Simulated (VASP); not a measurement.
Sr, 2 atoms in the cell. Symmetry: P6_3/mmc, No. 194, hexagonal system. Conventional cell: a = 3.204 Å, b = 3.204 Å, c = 4.753 Å, α = 90.00°, β = 90.00°, γ = 120.00°. Within 4.0 Å of Sr (site symmetry -6m2) lie 12 Sr at 3.01 to 3.20 Å. This isn't the form of Sr at room conditions, which is fcc.

* Program: VASP 6.6.1
* Task: single point
* Functional: PBEsol
* Potentials or basis: VASP PAW PBE potentials, release 64 (Sr_sv)
* Cutoff: 520 eV
* k mesh: 14 × 14 × 8
* Occupations: fermi-dirac, width 0.08 eV
* Spin: no spin polarisation
* Dipole correction: no
* Further INCAR settings: ALGO = Normal; EDIFF = 1e-06; NBANDS = 17

Potentials or basis: VASP PAW PBE potentials, release 64 (Sr_sv).

Command:

```console
$ cat potpaw_PBE.64/Sr_sv/POTCAR > POTCAR
$ mpirun -np 1 vasp_std > vasp.out
```

Hardware: 1 thread of AMD EPYC 7R43 64-Core Processor (Zen 3) (shared host).

Task: Estimate the wall time of this run.

Result: It took 78 s on 1 thread of AMD EPYC 7R43 64-Core Processor (Zen 3), on a shared host, peak memory 0.17 GiB. Counts: scf iterations 11, k points 120.
